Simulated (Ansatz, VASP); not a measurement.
# One calculation of BaTiO3, two programs

The input INCAR:

```
SYSTEM = BaTiO3
PREC = Accurate
ENCUT = 600
EDIFF = 1E-7
ISMEAR = 0
SIGMA = 0.01
LREAL = .FALSE.
LASPH = .TRUE.
NELM = 80
ALGO = Normal
ISIF = 3
LWAVE = .FALSE.
LCHARG = .FALSE.
GGA = PS
IBRION = 2
NSW = 80
EDIFFG = -0.01
```

File KPOINTS:

```
Automatic mesh
0
G
  6 6 6
  0 0 0
```

Contents of POSCAR:

```
BaTiO3
1.0
    3.9998000000      0.0000000000      0.0000000000
    0.0000000000      3.9998000000      0.0000000000
    0.0000000000      0.0000000000      4.0180000000
Ba Ti O
1 1 3
Direct
    0.0000000000      0.0000000000      0.0000000000
    0.5000000000      0.5000000000      0.4900000000
    0.5000000000      0.5000000000      0.0190000000
    0.5000000000      0.0000000000      0.5170000000
    0.0000000000      0.5000000000      0.5170000000
```

Input for Ansatz:

```yaml
crystal:
  lattice:
    a: 3.9998
    b: 3.9998
    c: 4.018
    alpha: 90.0
    beta: 90.0
    gamma: 90.0
  atoms:
    - { symbol: Ba, position: [0.0, 0.0, 0.0] }
    - { symbol: Ti, position: [0.5, 0.5, 0.49] }
    - { symbol: O, position: [0.5, 0.5, 0.019] }
    - { symbol: O, position: [0.5, 0.0, 0.517] }
    - { symbol: O, position: [0.0, 0.5, 0.517] }
basis:
  ecutwfc: 420.0
kpoints:
  mp_grid:
    grid: [6, 6, 6]
hamiltonian:
  xc: pbesol
scf:
  occupations:
    method: fixed
relax:
  cell:
    stress_tol: 0.1
output:
  write_density: true
  eigenvalues: true
```

Alike in both runs: task relaxation of cell and atoms; functional PBEsol; k mesh 6 × 6 × 6; no spin polarisation.

|  | VASP | Ansatz |
| --- | --- | --- |
| version | VASP 6.6.1 | Ansatz 0.2.0 |
| potentials or method | VASP PAW PBE potentials, release 64 (Ba_sv, Ti_sv, O), cutoff 600 eV | plane waves, PAW |
| occupations | gaussian, width 0.01 eV | fixed |
| valence electrons in the cell | 40 | 40 |

Ansatz gave:

```
gap on the k mesh at the Fermi level, each at its own relaxed structure (eV) : 1.85
relaxed volume (Å³/atom)                                                     : 12.65
relaxed cell length with the largest relative difference (Å)                 : 4.044
```

Which values does VASP return?

gap on the k mesh at the Fermi level, each at its own relaxed structure (eV): 1.76; relaxed volume (Å³/atom): 12.79; relaxed cell length with the largest relative difference (Å): 4.066.

VASP's potentials were made for PBE, not for PBEsol.

Neither program's run includes spin-orbit coupling.
